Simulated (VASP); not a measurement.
# Y (R-3m) in VASP: notebook

The runs below take Y through single point, with PBEsol.

Program: VASP 6.6.1. These are calculated values, not measurements. Logs are shortened: lines on timing, memory, paths and dates and some standing lists are left out, and cuts for length are marked.

**1. The cell of the first run**

The structure is trigonal, space group R-3m (No. 166). Conventional cell: a = 3.651 Å, b = 3.651 Å, c = 26.175 Å, α = 90.00°, β = 90.00°, γ = 120.00°. Within 4.7 Å of Y (site symmetry -3m) lie 12 Y at 3.62 to 3.65 Å. Within 4.7 Å of Y (site symmetry 3m) lie 12 Y at 3.55 to 3.65 Å.

**2. Single point, PBEsol**

INCAR reads:

```
PREC = Accurate ; ENCUT = 500
EDIFF = 1E-6 ; ISMEAR = -1
SIGMA = 0.1 ; LREAL = F
LASPH = T ; NELM = 120
ALGO = Normal ; ISIF = 2
LWAVE = F ; LCHARG = F
GGA = PS ; NBANDS = 24
GGA_COMPAT = F
```

KPOINTS reads:

```
regular mesh
0
Gamma
  11 11 11
```

POSCAR reads:

```
Y
1.0
    1.8253865000      1.0538873872      8.7249510000
   -1.8253865000      1.0538873872      8.7249510000
    0.0000000000     -2.1077747743      8.7249510000
Y
3
Direct
    0.0000000000      0.0000000000      0.0000000000
    0.2211243333      0.2211243333      0.2211243333
    0.7788756667      0.7788756667      0.7788756667
```

Potentials or basis: VASP PAW PBE potentials, release 64 (Y_sv).

Command:

```sh
$ cat potpaw_PBE.64/Y_sv/POTCAR > POTCAR
$ mpirun -np 1 vasp_std > vasp.out
```

OUTCAR:

```text
PREC = Accurate
   ENCUT = 500
   EDIFF = 1E-6
   ISMEAR = -1
   LREAL = F
   LASPH = T
   NELM = 120
   ISIF = 2
   GGA = PS

 ion  position               nearest neighbor table
   1  0.000  0.000  0.000-   3 3.62   3 3.62   2 3.62   2 3.62   3 3.62   2 3.62
   2  0.221  0.221  0.221-   3 3.55   3 3.55   3 3.55   1 3.62   1 3.62   1 3.62
   3  0.779  0.779  0.779-   2 3.55   2 3.55   2 3.55   1 3.62   1 3.62   1 3.62

  LATTYP: Found a trigonal (rhomboedric) cell.
 ALAT       =     8.9759391961
 COS(alpha) =     0.9172858406

  Lattice vectors:

 A1 = (   1.8253865000,   1.0538873872,   8.7249510000)
 A2 = (  -1.8253865000,   1.0538873872,   8.7249510000)
 A3 = (   0.0000000000,  -2.1077747743,   8.7249510000)

Analysis of symmetry for initial positions (statically):
=====================================================================
 Subroutine PRICEL returns:
 Original cell was already a primitive cell.

 Routine SETGRP: Setting up the symmetry group for a
 trigonal (rhombohedral) supercell.

 Subroutine GETGRP returns: Found 12 space group operations
 (whereof 12 operations were pure point group operations)
 out of a pool of 12 trial point group operations.

The static configuration has the point symmetry D_3d.

Analysis of symmetry for dynamics (positions and initial velocities):
=====================================================================
 Subroutine PRICEL returns:
 Original cell was already a primitive cell.

 Routine SETGRP: Setting up the symmetry group for a
 trigonal (rhombohedral) supercell.

 Subroutine GETGRP returns: Found 12 space group operations
 (whereof 12 operations were pure point group operations)
 out of a pool of 12 trial point group operations.

The dynamic configuration has the point symmetry D_3d.

 Subroutine INISYM returns: Found 12 space group operations
 (whereof 12 operations are pure point group operations),
 and found     1 'primitive' translations

----------------------------------------------------------------------------------------

                                     Primitive cell

  volume of cell :     100.7078

  direct lattice vectors                    reciprocal lattice vectors
     1.825386500  1.053887387  8.724951000     0.273914593  0.158144664  0.038204608
    -1.825386500  1.053887387  8.724951000    -0.273914593  0.158144664  0.038204608
     0.000000000 -2.107774774  8.724951000     0.000000000 -0.316289328  0.038204608

  length of vectors
     8.975939196  8.975939196  8.975939196     0.318588341  0.318588341  0.318588341

  position of ions in fractional coordinates (direct lattice)
     0.000000000  0.000000000  0.000000000
     0.221124333  0.221124333  0.221124333
     0.778875667  0.778875667  0.778875667

  ion indices of the primitive-cell ions
   primitive index   ion index
                 1           1
                 2           2
                 3           3

----------------------------------------------------------------------------------------

 KPOINTS: regular mesh

Automatic generation of k-mesh.
 Grid dimensions read from file:
 generate k-points for:   11   11   11

 Generating k-lattice:

  Cartesian coordinates                     Fractional coordinates (reciprocal lattice)
     0.024901327  0.014376788  0.003473146     0.090909091  0.000000000  0.000000000
    -0.024901327  0.014376788  0.003473146     0.000000000  0.090909091  0.000000000
     0.000000000 -0.028753575  0.003473146    -0.000000000 -0.000000000  0.090909091

  Length of vectors
     0.028962576  0.028962576  0.028962576

  Shift w.r.t. Gamma in fractional coordinates (k-lattice)
     0.000000000  0.000000000  0.000000000

 Subroutine IBZKPT returns following result:
 ===========================================

 Found    146 irreducible k-points:

 Following reciprocal coordinates:
            Coordinates               Weight
  0.000000  0.000000  0.000000      1.000000
  0.090909 -0.000000 -0.000000      6.000000
  0.181818 -0.000000 -0.000000      6.000000
  0.272727 -0.000000 -0.000000      6.000000
  0.363636 -0.000000 -0.000000      6.000000
  0.454545  0.000000 -0.000000      6.000000
[... 16 lines left out ...]
 -0.272727  0.181818  0.000000     12.000000
 -0.181818  0.181818  0.000000      6.000000
 [... further k-points ...]
   k-points           NKPTS =    146   k-points in BZ     NKDIM =    146   number of bands    NBANDS=     24
   number of dos      NEDOS =    301   number of ions     NIONS =      3
   total plane-waves  NPLWV = 343000
   dimension x,y,z NGX =    70 NGY =   70 NGZ =   70
   dimension x,y,z NGXF=   140 NGYF=  140 NGZF=  140
   ions per type =               3
   NGX,Y,Z   is equivalent  to a cutoff of  12.96, 12.96, 12.96 a.u.
   NGXF,Y,Z  is equivalent  to a cutoff of  25.93, 25.93, 25.93 a.u.
 SYSTEM =  unknown system
   PREC   = accura    normal or accurate (medium, high low for compatibility)
   ISTART =      0    job   : 0-new  1-cont  2-samecut
   ICHARG =      2    charge: 1-file 2-atom 10-const
   ISPIN  =      1    spin polarized calculation?
   LNONCOLLINEAR =      F non collinear calculations
   LSORBIT =      F    spin-orbit coupling
   LASPH  =      T    aspherical Exc in radial PAW
   ENCUT  =  500.0 eV  36.75 Ry    6.06 a.u.  16.37 16.37 16.37*2*pi/ulx,y,z
   NELM   =    120;   NELMIN=  2; NELMDL= -5     # of ELM steps
   EDIFF  = 0.1E-05   stopping-criterion for ELM
   LREAL  =      F    real-space projection
[... 7 lines left out ...]
   TEBEG  =    0.0;   TEEND  =   0.0 temperature during run
   PSTRESS=    0.0 pullay stress
   NELECT =      33.0000    total number of electrons
   NUPDOWN=      -1.0000    fix difference up-down
   EMIN   =  10.00;   EMAX   =-10.00  energy-range for DOS
   EFERMI =   0.00;   METHOD = LEGACY
   ISMEAR =    -1;   SIGMA  =   0.10  broadening in eV -4-tet -1-fermi 0-gaus
   EFERMI_NEDOS =   21; number of points for ismear=-14 and -15
   IALGO  =     38    algorithm
   IMIX   =      4    mixing-type and parameters
     AMIX     =   0.40;   BMIX     =  1.00
     AMIX_MAG =   1.60;   BMIX_MAG =  1.00
  volume/ion in A,a.u.               =      33.57       226.54
  Fermi-wavevector in a.u.,A,eV,Ry     =   1.128648  2.132835 17.331720  1.273846
  Thomas-Fermi vector in A             =   2.265338
   LORBIT       =      0    0 simple, 1 ext, 2 COOP (PROOUT), +10 PAW based schemes
   GGA     = PS    functional components
   LHFCALC =     F    Hartree Fock is set to
   AEXX    =    0.0000 exact exchange contribution
   IVDW    =     0    specifies the selected vdW correction
   LEPSILON=     F    determine dielectric tensor
   LRPA    =     F    only Hartree local field effects (RPA)
 non-spin polarized calculation
  energy-cutoff  :      500.00
  volume of cell :      100.71
 maximum number of plane-waves:      2606
 NGX is ok and might be reduce to    70
   NGX = 33   NGY = 33   NGZ = 33

 number of electron      33.0000000 magnetization

 Free energy of the ion-electron system (eV)
  ---------------------------------------------------
  ext. energy  EPLUGINS =         0.00000000
  ---------------------------------------------------
  free energy    TOTEN  =       -20.46597860 eV

  energy without entropy =      -20.29474248  energy(sigma->0) =      -20.38036054

 E-fermi :   2.8022     XC(G=0):  -9.4473

 val. band max:        2.8001408624   @ k =  -0.1818   0.2727   0.0909
 cond. band min:       2.8112138677   @ k =  -0.3636  -0.3636   0.2727
 fundamental gap:      0.0110730053
 Fermi energy:         2.8022461613

 k-point     1 :       0.0000    0.0000    0.0000
  band No.  band energies     occupation
      1     -39.8773      2.00000
      2     -39.8127      2.00000
      3     -39.7828      2.00000
      4     -19.9999      2.00000
      5     -19.9886      2.00000
      6     -19.6877      2.00000
[... 16 lines left out ...]
     23       4.8985      0.00000
     24       4.8985      0.00000

 k-point     2 :       0.0909   -0.0000   -0.0000
  band No.  band energies     occupation
      1     -39.8741      2.00000
      2     -39.8099      2.00000
      3     -39.7807      2.00000
      4     -20.0040      2.00000
      5     -19.9753      2.00000
      6     -19.7133      2.00000
[... 16 lines left out ...]
     23       4.9350      0.00000
     24       5.0123      0.00000

 k-point     3 :       0.1818   -0.0000   -0.0000
  band No.  band energies     occupation
      1     -39.8653      2.00000
      2     -39.8022      2.00000
      3     -39.7753      2.00000
      4     -20.0010      2.00000
      5     -19.9637      2.00000
      6     -19.7813      2.00000
[... 16 lines left out ...]
     23       5.1519      0.00000
     24       5.1834      0.00000

 k-point     4 :       0.2727   -0.0000   -0.0000
  band No.  band energies     occupation
      1     -39.8539      2.00000
      2     -39.7916      2.00000
      3     -39.7687      2.00000
      4     -20.0008      2.00000
      5     -19.9840      2.00000
      6     -19.8679      2.00000
[... 16 lines left out ...]
     23       5.5605      0.00000
     24       5.7699      0.00000

 k-point     5 :       0.3636   -0.0000   -0.0000
  band No.  band energies     occupation
      1     -39.8434      2.00000
      2     -39.7809      2.00000
      3     -39.7634      2.00000
      4     -20.0369      2.00000
      5     -20.0288      2.00000
      6     -19.9435      2.00000
[... 16 lines left out ...]
     23       6.0608      0.00000
     24       6.3188      0.00000

 k-point     6 :       0.4545    0.0000   -0.0000
  band No.  band energies     occupation
      1     -39.8372      2.00000
      2     -39.7736      2.00000
      3     -39.7612      2.00000
      4     -20.0751      2.00000
      5     -20.0665      2.00000
      6     -19.9890      2.00000
[... 16 lines left out ...]
     23       6.3433      0.00000
     24       6.5106      0.00000
[... 379 lines left out ...]
 k-point    21 :      -0.4545    0.1818    0.0000
  band No.  band energies     occupation
      1     -39.8344      2.00000
      2     -39.7699      2.00000
      3     -39.7606      2.00000
      4     -20.0410      2.00000
      5     -20.0313      2.00000
      6     -19.9615      2.00000
[... 16 lines left out ...]
     23       5.8122      0.00000
     24       6.4383      0.00000

 k-point    22 :      -0.3636    0.1818    0.0000
  band No.  band energies     occupation
      1     -39.8344      2.00000
      2     -39.7698      2.00000
      3     -39.7607      2.00000
      4     -20.0447      2.00000
      5     -20.0357      2.00000
      6     -19.9595      2.00000
[... 16 lines left out ...]
     23       5.7724      0.00000
     24       6.5390      0.00000

 k-point    23 :      -0.2727    0.1818    0.0000
  band No.  band energies     occupation
      1     -39.8396      2.00000
      2     -39.7765      2.00000
      3     -39.7619      2.00000
      4     -20.0297      2.00000
      5     -20.0161      2.00000
      6     -19.9376      2.00000
[... 16 lines left out ...]
     23       5.5937      0.00000
     24       6.3217      0.00000

 k-point    24 :      -0.1818    0.1818    0.0000
  band No.  band energies     occupation
      1     -39.8484      2.00000
      2     -39.7860      2.00000
      3     -39.7659      2.00000
      4     -20.0033      2.00000
      5     -19.9973      2.00000
      6     -19.8801      2.00000
[... 16 lines left out ...]
     23       5.5613      0.00000
     24       5.8263      0.00000

 [... further k-points ...]
[... 5 lines left out ...]
  --------------------------------------------------------------------------------------
  -------------------------------------------------------------------------------------
  Total       -1.7869653     -1.7869653     -1.8950822     -0.0000000     -0.0000000      0.0000000
  in kB      -28.4291193    -28.4291193    -30.1491683     -0.0000000     -0.0000000      0.0000000
  external PRESSURE =     -29.0024689 kB  Pullay stress =       0.0000000 kB

 VOLUME and BASIS-vectors are now :
 -----------------------------------------------------------------------------
  energy-cutoff  :      500.00
  volume of cell :      100.71
      direct lattice vectors                 reciprocal lattice vectors
     1.825386500  1.053887387  8.724951000     0.273914593  0.158144664  0.038204608
    -1.825386500  1.053887387  8.724951000    -0.273914593  0.158144664  0.038204608
     0.000000000 -2.107774774  8.724951000     0.000000000 -0.316289328  0.038204608

 POSITION                                       TOTAL-FORCE (eV/Angst)
 -----------------------------------------------------------------------------------
      0.00000      0.00000      0.00000         0.000000      0.000000     -0.000000
      0.00000      0.00000      5.78790         0.000000      0.000000      0.073661
      0.00000      0.00000     20.38696         0.000000     -0.000000     -0.073661
 -----------------------------------------------------------------------------------
    total drift:                               -0.000000     -0.000000      0.000000

  FREE ENERGIE OF THE ION-ELECTRON SYSTEM (eV)
  ---------------------------------------------------
  free  energy   TOTEN  =       -20.4659786002 eV

  energy  without entropy=      -20.2947424826  energy(sigma->0) =      -20.38036054
```

Run time: 27 min. Hardware: 1 thread of AMD EPYC 9R45 (Zen 5), shared host; peak memory 0.83 GiB.

Results:

| Property | Result |
| --- | --- |
| Free energy | -20.4660 eV |
| Pressure | -2.9 GPa |
| Largest force | 0.074 eV/Å |
| Band gap on the k mesh | zero (an odd number of electrons rules out a gap without spin polarisation) |

Forces in eV/Å, atoms in the order of the input:
```
Y    0.000  0.000  0.000
Y    0.000  0.000  0.074
Y    0.000  0.000 -0.074
```

Caveat: the PAW data sets were made with another functional, which shifts forces and pressure a little.

**3. Single point, PBEsol, non-collinear spin, zero start, spin-orbit coupling**

INCAR reads:

```
SYSTEM = Y
  PREC = Accurate
  ENCUT = 500
  EDIFF = 1E-6
  ISMEAR = -1
  SIGMA = 0.1
  LREAL = .False.
  LASPH = .True.
  NELM = 200
  ALGO = Normal
  ISIF = 2
  LWAVE = .False.
  LCHARG = .True.
  LNONCOLLINEAR = .True.
  MAGMOM = 0 0 0 0 0 0 0 0 0
  LORBIT = 11
  LSORBIT = .True.
  GGA_COMPAT = .False.
  LORBMOM = .True.
  LMAXMIX = 4
  GGA = PS
  LVHAR = .True.
  NBANDS = 46
  KPAR = 4
```

KPOINTS reads:

```
Automatic mesh
0
Gamma
  11 11 11
  0 0 0
```

POSCAR is that of step 2.

Potentials or basis: VASP PAW PBE potentials, release 64 (Y_sv).

Command:

```sh
$ cat potpaw_PBE.64/Y_sv/POTCAR > POTCAR
$ mpirun -np 4 vasp_ncl > vasp.out
```

Wall time 48 min (4 MPI ranks of Intel Xeon Platinum 8559C (Emerald Rapids), shared host); peak memory 2.6 GiB.

The run converged. Its results:

```yaml
Free_energy: -20.6137 eV
Pressure: -2.9 GPa
Largest_force: 0.074 eV/Å
Net_moment: 0.00 μB per cell
Valence_electrons_inside_the_program's_atomic_spheres: Y 9.40, 9.42 (each value once)
```

Forces on the atoms (eV/Å):
```
Y    0.000  0.000  0.000
Y    0.000  0.000  0.074
Y    0.000  0.000 -0.074
```

Stress tensor (GPa, compression positive):
```
-2.87  0.00  0.00
 0.00 -2.87  0.00
 0.00  0.00 -3.04
```

Moments on the atoms (μB; x, y, z):
```
Y   0.00 0.00 0.00
Y   0.00 0.00 0.00
Y   0.00 0.00 0.00
```

Caveat: the PAW data sets were made with another functional, which shifts forces and pressure a little.
